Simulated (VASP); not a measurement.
A run of VASP 6.6.1 is set up as follows.

INCAR

```
PREC = Accurate
ENCUT = 600
EDIFF = 1E-7
ISMEAR = 0
SIGMA = 0.1
LREAL = False
LASPH = True
NELM = 100
ALGO = Normal
ISIF = 3
LWAVE = False
LCHARG = False
GGA = PE
IBRION = 2
NSW = 90
EDIFFG = -0.04
```

The input KPOINTS:

```
Automatic mesh
0
Gamma
  6 6 4
```

The input POSCAR:

```
NbPdSe3
1.0
    4.7582169000      0.0000000000      0.0000000000
   -2.3791084500      4.1207367100      0.0000000000
    0.0000000000      0.0000000000      6.1865155600
Nb Pd Se
1 1 3
Direct
    0.0000000000      0.0000000000      0.0000000000
    0.0000000000      0.0000000000      0.5000000000
    0.3333333300      0.6666666700      0.2623169400
    0.3333333300      0.6666666700      0.7376830600
    0.6666666700      0.3333333300      0.5000000000
```

Potentials or basis: VASP PAW PBE potentials, release 64 (Nb_sv, Pd, Se).

Run with:

```sh
$ cat potpaw_PBE.64/Nb_sv/POTCAR potpaw_PBE.64/Pd/POTCAR potpaw_PBE.64/Se/POTCAR > POTCAR
$ mpirun -np 1 vasp_std > vasp.out
```

Task: Predict the relaxed cell.

Result: a = 3.891 Å, b = 3.891 Å, c = 9.730 Å, α = 90.00°, β = 90.00°, γ = 120.00°.

Task: Estimate the band gap on the k mesh.

Result: Zero (an odd number of electrons rules out a gap without spin polarisation).

Task: Estimate the space group after relaxing (to 0.1 Å).

Result: P-6m2 (No. 187).

Task: What does it give for the relaxed volume?

Result: 25.51 Å³/atom.

Final structure:
```yaml
crystal:
  lattice:
    - [3.89079, 0.00000, 0.00000]
    - [-1.94539, 3.36952, 0.00000]
    - [0.00000, 0.00000, 9.73032]
  atoms:
    - { symbol: Nb, position: [0.00000, 0.00000, 0.00000] }
    - { symbol: Pd, position: [0.00000, 0.00000, 0.50000] }
    - { symbol: Se, position: [0.33333, 0.66667, 0.15922] }
    - { symbol: Se, position: [0.33333, 0.66667, 0.84078] }
    - { symbol: Se, position: [0.66667, 0.33333, 0.50000] }
```

Caveat: a cell axis changed by over 15 % at a fixed basis, so the end point is rough.
